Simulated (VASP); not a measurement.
# SnTe3 (Fm-3m) in VASP: further runs, part 3 of 3

VASP 6.6.1.

**4. Single point, PBE+D3(BJ)**

This run uses another cell than the first one, of 26.10 Å³/atom, 1.016 times its volume.

Input file INCAR:

```
PREC = Accurate ; ENCUT = 500
EDIFF = 1E-6 ; ISMEAR = -1
SIGMA = 0.05 ; LREAL = F
LASPH = T ; NELM = 120
ALGO = Normal ; ISIF = 2
LWAVE = F ; LCHARG = F
GGA = PE ; IVDW = 12
NBANDS = 24 ; GGA_COMPAT = F
```

Input file KPOINTS:

```
regular mesh
0
Gamma
  3 3 3
```

Input file POSCAR:

```
SnTe3
1.0
    0.0000000000      3.7372996142      3.7372996142
    3.7372996142      0.0000000000      3.7372996142
    3.7372996142      3.7372996142      0.0000000000
Sn Te
1 3
Direct
    0.0000000000      0.0000000000      0.0000000000
    0.2500000000      0.2500000000      0.2500000000
    0.7500000000      0.7500000000      0.7500000000
    0.5000000000      0.5000000000      0.5000000000
```

Potentials or basis: VASP PAW PBE potentials, release 64 (Sn_d, Te).

Started as:

```
$ cat potpaw_PBE.64/Sn_d/POTCAR potpaw_PBE.64/Te/POTCAR > POTCAR
$ mpirun -np 1 vasp_std > vasp.out
```

OUTCAR:

```text
PREC = Accurate
   ENCUT = 500
   EDIFF = 1E-6
   ISMEAR = -1
   LREAL = F
   LASPH = T
   NELM = 120
   ISIF = 2
   GGA = PE
   IVDW = 12
 IVDW          = 12

 ion  position               nearest neighbor table
   1  0.000  0.000  0.000-   2 3.24   3 3.24   3 3.24   3 3.24   3 3.24   2 3.24   2 3.24   2 3.24

   2  0.250  0.250  0.250-   1 3.24   4 3.24   1 3.24   1 3.24   1 3.24   4 3.24   4 3.24   4 3.24

   3  0.750  0.750  0.750-   1 3.24   4 3.24   4 3.24   4 3.24   4 3.24   1 3.24   1 3.24   1 3.24

   4  0.500  0.500  0.500-   2 3.24   3 3.24   2 3.24   2 3.24   2 3.24   3 3.24   3 3.24   3 3.24

  LATTYP: Found a face centered cubic cell.
 ALAT       =     7.4745992284

  Lattice vectors:

 A1 = (   0.0000000000,   3.7372996142,   3.7372996142)
 A2 = (   3.7372996142,   0.0000000000,   3.7372996142)
 A3 = (   3.7372996142,   3.7372996142,   0.0000000000)

Analysis of symmetry for initial positions (statically):
=====================================================================
 Subroutine PRICEL returns:
 Original cell was already a primitive cell.

 Routine SETGRP: Setting up the symmetry group for a
 face centered cubic supercell.

 Subroutine GETGRP returns: Found 48 space group operations
 (whereof 48 operations were pure point group operations)
 out of a pool of 48 trial point group operations.

The static configuration has the point symmetry O_h .

Analysis of symmetry for dynamics (positions and initial velocities):
=====================================================================
 Subroutine PRICEL returns:
 Original cell was already a primitive cell.

 Routine SETGRP: Setting up the symmetry group for a
 face centered cubic supercell.

 Subroutine GETGRP returns: Found 48 space group operations
 (whereof 48 operations were pure point group operations)
 out of a pool of 48 trial point group operations.

[... 99 lines left out ...]
   EFERMI_NEDOS =   21; number of points for ismear=-14 and -15
   IALGO  =     38    algorithm
   IMIX   =      4    mixing-type and parameters
     AMIX     =   0.40;   BMIX     =  1.00
     AMIX_MAG =   1.60;   BMIX_MAG =  1.00
  volume/ion in A,a.u.               =      26.10       176.13
  Fermi-wavevector in a.u.,A,eV,Ry     =   1.103800  2.085879 16.576979  1.218374
  Thomas-Fermi vector in A             =   2.240263
   LORBIT       =      0    0 simple, 1 ext, 2 COOP (PROOUT), +10 PAW based schemes
   GGA     = PE    functional components
   LHFCALC =     F    Hartree Fock is set to
   AEXX    =    0.0000 exact exchange contribution
   IVDW    =    12    specifies the selected vdW correction
   LEPSILON=     F    determine dielectric tensor
   LRPA    =     F    only Hartree local field effects (RPA)
 non-spin polarized calculation
  energy-cutoff  :      500.00
  volume of cell :      104.40
 maximum number of plane-waves:      2685
 NGX is ok and might be reduce to    40
   NGX = 19   NGY = 19   NGZ = 19

 number of electron      32.0000007 magnetization

 Free energy of the ion-electron system (eV)
  ---------------------------------------------------
  ext. energy  EPLUGINS =         0.00000000
  ---------------------------------------------------
  free energy    TOTEN  =       -12.57424839 eV

  energy without entropy =      -12.53884254  energy(sigma->0) =      -12.55654546

 E-fermi :   9.0542     XC(G=0): -10.4913

 val. band max:        8.3682598514   @ k =  -0.3333   0.3333   0.0000
 cond. band min:       9.1031710664   @ k =   0.3333   0.0000   0.0000
 fundamental gap:      0.7349112150
 Fermi energy:         9.0541799649

 k-point     1 :       0.0000    0.0000    0.0000
  band No.  band energies     occupation
      1     -12.6442      2.00000
      2     -12.6442      2.00000
      3     -12.6442      2.00000
      4     -12.6374      2.00000
      5     -12.6374      2.00000
      6      -5.1843      2.00000
[... 97 lines left out ...]
     23      16.1295      0.00000
     24      16.2551      0.00000

------------------------ aborting loop because EDIFF is reached ----------------------------------------

 Edisp (eV)   -2.06618

 E8    (eV) :    -0.9514

  FORCE on cell =-STRESS in cart. coord.  units (eV):
  Direction    XX          YY          ZZ          XY          YZ          ZX
  --------------------------------------------------------------------------------------
  -------------------------------------------------------------------------------------
  Total      -0.04692    -0.04692    -0.04692    -0.00000    -0.00000     0.00000
  in kB      -0.72007    -0.72007    -0.72007    -0.00000    -0.00000     0.00000
  external pressure =       -0.72 kB  Pullay stress =        0.00 kB

 VOLUME and BASIS-vectors are now :
 -----------------------------------------------------------------------------
  energy-cutoff  :      500.00
  volume of cell :      104.40
      direct lattice vectors                 reciprocal lattice vectors
     0.000000000  3.737299614  3.737299614    -0.133786437  0.133786437  0.133786437
     3.737299614  0.000000000  3.737299614     0.133786437 -0.133786437  0.133786437
     3.737299614  3.737299614  0.000000000     0.133786437  0.133786437 -0.133786437

 POSITION                                       TOTAL-FORCE (eV/Angst)
 -----------------------------------------------------------------------------------
      0.00000      0.00000      0.00000         0.000000      0.000000      0.000000
      1.86865      1.86865      1.86865        -0.000000     -0.000000     -0.000000
      5.60595      5.60595      5.60595         0.000000      0.000000      0.000000
      3.73730      3.73730      3.73730         0.000000      0.000000      0.000000
 -----------------------------------------------------------------------------------
    total drift:                               -0.000000      0.000000      0.000000

  FREE ENERGIE OF THE ION-ELECTRON SYSTEM (eV)
  ---------------------------------------------------
  free  energy   TOTEN  =       -14.6404237559 eV

  energy  without entropy=      -14.6050179086  energy(sigma->0) =      -14.62272083
```

OSZICAR:

```text
N       E                     dE             d eps       ncg     rms          rms(c)
DAV:   1     0.237801236681E+03    0.23780E+03   -0.12978E+04   192   0.135E+03
DAV:   2     0.130670172979E+02   -0.22473E+03   -0.20812E+03   200   0.381E+02
DAV:   3    -0.116205757558E+02   -0.24688E+02   -0.23798E+02   240   0.104E+02
DAV:   4    -0.125835655247E+02   -0.96299E+00   -0.96090E+00   232   0.214E+01
DAV:   5    -0.126192140670E+02   -0.35649E-01   -0.35647E-01   272   0.445E+00    0.101E+01
DAV:   6    -0.125750998991E+02    0.44114E-01   -0.11062E-01   248   0.212E+00    0.636E+00
DAV:   7    -0.125741841766E+02    0.91572E-03   -0.37050E-02   240   0.128E+00    0.169E+00
DAV:   8    -0.125743020372E+02   -0.11786E-03   -0.32509E-03   248   0.301E-01    0.453E-01
DAV:   9    -0.125742770536E+02    0.24984E-04   -0.66285E-04   240   0.210E-01    0.207E-01
DAV:  10    -0.125742574770E+02    0.19577E-04   -0.82136E-05   232   0.625E-02    0.507E-02
DAV:  11    -0.125742502806E+02    0.71964E-05   -0.20485E-05   240   0.481E-02    0.272E-02
DAV:  12    -0.125742484120E+02    0.18686E-05   -0.87928E-07   168   0.930E-03    0.491E-03
DAV:  13    -0.125742483857E+02    0.26341E-07   -0.20424E-07   160   0.374E-03
   1 F= -.14640424E+02 E0= -.14622721E+02  d E =-.354058E-01
```

Run time: 10 s. Hardware: 1 thread of Intel Xeon 6975P-C (Granite Rapids), shared host; peak memory 0.23 GiB.

Results:

```yaml
Free_energy: -14.6404 eV
Pressure: -0.1 GPa
Dispersion_energy_per_atom: -0.517 eV
```

Levels at points of the mesh, in eV from the Fermi level:
```csv
k point,band 12,band 13,band 14,band 15,band 16,band 17,band 18,band 19,band 20,band 21
"(0.00, 0.00, 0.00)",-3.76,-3.70,-3.70,-3.70,-2.14,-2.14,-2.14,2.78,2.78,4.68
```

Caveat: the k points lie up to 0.49 Å⁻¹ apart; this odd mesh misses L, where the gap lies, so gap, dielectric constants and Born charges aren't listed; spin-orbit coupling is left out, which moves the levels of the heavy elements; pairwise dispersion overbinds metals, which lowers pressure and volume.

**5. Single point, PBE+D3(BJ)**

This run uses another cell than the first one, of 28.78 Å³/atom, 1.121 times its volume.

Input file INCAR:

```
ALGO = Normal ; EDIFF = 1E-6
ENCUT = 500 ; GGA = PE
GGA_COMPAT = False ; ISIF = 2
ISMEAR = -1 ; IVDW = 12
LASPH = True ; LCHARG = False
LREAL = False ; LWAVE = False
NBANDS = 24 ; NELM = 120
PREC = Accurate ; SIGMA = 0.05
```

Input file KPOINTS:

```
k-points
0
Gamma
  3 3 3
```

Input file POSCAR:

```
SnTe3
1.0
    0.0000000000      3.8612190000      3.8612190000
    3.8612190000      0.0000000000      3.8612190000
    3.8612190000      3.8612190000      0.0000000000
Sn Te
1 3
Direct
    0.0000000000      0.0000000000      0.0000000000
    0.2500000000      0.2500000000      0.2500000000
    0.7500000000      0.7500000000      0.7500000000
    0.5000000000      0.5000000000      0.5000000000
```

Started as:

```
$ cat potpaw_PBE.64/Sn_d/POTCAR potpaw_PBE.64/Te/POTCAR > POTCAR
$ mpirun -np 1 vasp_std > vasp.out
```

Wall time 10 s (1 thread of Intel Xeon 6975P-C (Granite Rapids), shared host); peak memory 0.23 GiB.

It converged, with:

* Free energy: -14.4593 eV
* Pressure: -4.9 GPa
* Dispersion energy per atom: -0.469 eV

Levels at points of the mesh, in eV from the Fermi level:
| k point | band 13 | band 14 | band 15 | band 16 | band 17 | band 18 | band 19 | band 20 |
| --- | --- | --- | --- | --- | --- | --- | --- | --- |
| (0.00, 0.00, 0.00) | -3.12 | -3.12 | -3.12 | -1.67 | -1.67 | -1.67 | 3.27 | 3.27 |

Caveat: the k points lie up to 0.47 Å⁻¹ apart; this odd mesh misses L, where the gap lies, so gap, dielectric constants and Born charges aren't listed; spin-orbit coupling is left out, which moves the levels of the heavy elements; pairwise dispersion overbinds metals, which lowers pressure and volume.

**6. Single point, PBE+D3(BJ)**

This run uses another cell than the first one, of 28.52 Å³/atom, 1.111 times its volume.

Input file INCAR:

```
PREC = Accurate
ENCUT = 500
EDIFF = 1E-6
ISMEAR = -1
SIGMA = 0.05
LREAL = F
LASPH = T
NELM = 120
ALGO = Normal
ISIF = 2
LWAVE = F
LCHARG = F
GGA = PE
IVDW = 12
NBANDS = 24
GGA_COMPAT = F
```

Input file KPOINTS:

```
Automatic mesh
0
Gamma
  3 3 3
```

Input file POSCAR:

```
SnTe3
1.0
    0.0000000000      3.8493369136      3.8493369136
    3.8493369136      0.0000000000      3.8493369136
    3.8493369136      3.8493369136      0.0000000000
Sn Te
1 3
Direct
    0.0000000000      0.0000000000      0.0000000000
    0.2500000000      0.2500000000      0.2500000000
    0.7500000000      0.7500000000      0.7500000000
    0.5000000000      0.5000000000      0.5000000000
```

Potentials or basis: VASP PAW PBE potentials, release 64 (Sn_d, Te).

Started as:

```
$ cat potpaw_PBE.64/Sn_d/POTCAR potpaw_PBE.64/Te/POTCAR > POTCAR
$ mpirun -np 1 vasp_std > vasp.out
```

Run time: 11 s. Hardware: 1 thread of Intel Xeon 6975P-C (Granite Rapids), shared host; peak memory 0.23 GiB.

It converged, with:

| Item | Value |
| --- | --- |
| Free energy | -14.4903 eV |
| Pressure | -4.5 GPa |
| Dispersion energy per atom | -0.474 eV |

Levels at points of the mesh, in eV from the Fermi level:
| k point | band 12 | band 13 | band 14 | band 15 | band 16 | band 17 | band 18 | band 19 | band 20 | band 21 |
| --- | --- | --- | --- | --- | --- | --- | --- | --- | --- | --- |
| (0.00, 0.00, 0.00) | -3.19 | -3.18 | -3.18 | -3.18 | -1.71 | -1.71 | -1.71 | 3.22 | 3.22 | 4.28 |

Caveat: the k points lie up to 0.47 Å⁻¹ apart; this odd mesh misses L, where the gap lies, so gap, dielectric constants and Born charges aren't listed; spin-orbit coupling is left out, which moves the levels of the heavy elements; pairwise dispersion overbinds metals, which lowers pressure and volume.

**7. Overview**

| cell | pressure (GPa) |
| --- | --- |
| a = 5.257 Å, angles 60.0°, 4 atoms | 1.0 |
| a = 5.289 Å, angles 60.0°, 4 atoms | -0.2 |
| a = 5.285 Å, angles 60.0°, 4 atoms | -0.1 |
| a = 5.461 Å, angles 60.0°, 4 atoms | -4.9 |
| a = 5.444 Å, angles 60.0°, 4 atoms | -4.5 |

Alike in all rows: task single point; level PBE+D3(BJ); potentials or basis VASP PAW PBE potentials, release 64 (Sn_d, Te); no spin polarisation; k mesh 3 × 3 × 3; cutoff (eV) 500; smearing fermi-dirac 0.05 eV.

Caveats: all runs use coarse meshes; spin-orbit coupling is left out, which moves the levels of the heavy elements; pairwise dispersion overbinds metals, which lowers pressure and volume.

Total energies depend on the potentials used, so only differences within one code and one set of settings carry meaning.
